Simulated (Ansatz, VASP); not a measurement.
# One calculation of Si2W3, two programs

The input INCAR:

```
PREC = Accurate
ENCUT = 520
EDIFF = 1E-6
ISMEAR = 0
SIGMA = 0.15
LREAL = F
LASPH = T
NELM = 100
ALGO = Fast
ISIF = 2
LWAVE = F
LCHARG = F
GGA = PS
NBANDS = 61
```

Contents of KPOINTS:

```
Automatic mesh
0
Gamma
  6 6 12
```

Contents of POSCAR:

```
Si2W3
1.0
    6.4507888546      0.0000000000      0.0000000000
    0.0000000000      6.4507888546      0.0000000000
    0.0000000000      0.0000000000      3.2749106405
Si W
4 6
Direct
    0.1340783106      0.6340783106      0.0000000000
    0.8659216894      0.3659216894      0.0000000000
    0.6340783106      0.8659216894      0.0000000000
    0.3659216894      0.1340783106      0.0000000000
    0.5000000000      0.5000000000      0.0000000000
    0.0000000000      0.0000000000      0.0000000000
    0.6598576525      0.1598576525      0.5000000000
    0.3401423475      0.8401423475      0.5000000000
    0.1598576525      0.3401423475      0.5000000000
    0.8401423475      0.6598576525      0.5000000000
```

Input for Ansatz:

```yaml
crystal:
  lattice:
    - [6.4507888546, 0.0, 0.0]
    - [0.0, 6.4507888546, 0.0]
    - [0.0, 0.0, 3.2749106405]
  atoms:
    - { symbol: Si, position: [0.1340783106, 0.6340783106, 0.0] }
    - { symbol: Si, position: [0.8659216894, 0.3659216894, 0.0] }
    - { symbol: Si, position: [0.6340783106, 0.8659216894, 0.0] }
    - { symbol: Si, position: [0.3659216894, 0.1340783106, 0.0] }
    - { symbol: W, position: [0.5, 0.5, 0.0] }
    - { symbol: W, position: [0.0, 0.0, 0.0] }
    - { symbol: W, position: [0.6598576525, 0.1598576525, 0.5] }
    - { symbol: W, position: [0.3401423475, 0.8401423475, 0.5] }
    - { symbol: W, position: [0.1598576525, 0.3401423475, 0.5] }
    - { symbol: W, position: [0.8401423475, 0.6598576525, 0.5] }
basis:
  ecutwfc: 420
kpoints:
  mp_grid: { grid: [6, 6, 12] }
hamiltonian:
  xc: pbesol
scf:
  occupations: { method: gaussian, width: 0.15 }
output:
  forces: true
  stress: true
  eigenvalues: true
```

Change from the starting cell: strain -0.0200 x Voigt [1, 1, 0, 0, 0, 0], atoms carried along.

Alike in both runs: task single point; functional PBEsol; k mesh 6 × 6 × 12; occupations gaussian, width 0.15 eV; no spin polarisation.

|  | VASP | Ansatz |
| --- | --- | --- |
| version | VASP 6.6.1 | Ansatz 0.2.0 |
| potentials or method | VASP PAW PBE potentials, release 64 (Si, W_sv), cutoff 520 eV | scalar-relativistic, plane waves, PAW |
| valence electrons in the cell | 100 | 100 |

Ansatz gave:

| Property | Result |
| --- | --- |
| gap on the k mesh at the Fermi level (eV) | none |
| pressure (GPa) | 12.2 |
| traceless stress, the component that is largest in VASP (GPa) | -2.22 |
| rms of the force components (eV/Å) | 0.099 |

Q: Estimate VASP's values.

A: gap on the k mesh at the Fermi level (eV): none; pressure (GPa): 12.8; traceless stress, the component that is largest in VASP (GPa): -2.21; rms of the force components (eV/Å): 0.098.

VASP's potentials were made for PBE, not for PBEsol. Atom by atom the forces differ by 0.003 eV/Å (rms over components). A gap of «none» marks a metal or a gap that the smearing closes. With one functional, cell and mesh, what is left measures potentials, basis and numerics.

Spin-orbit coupling is off throughout.
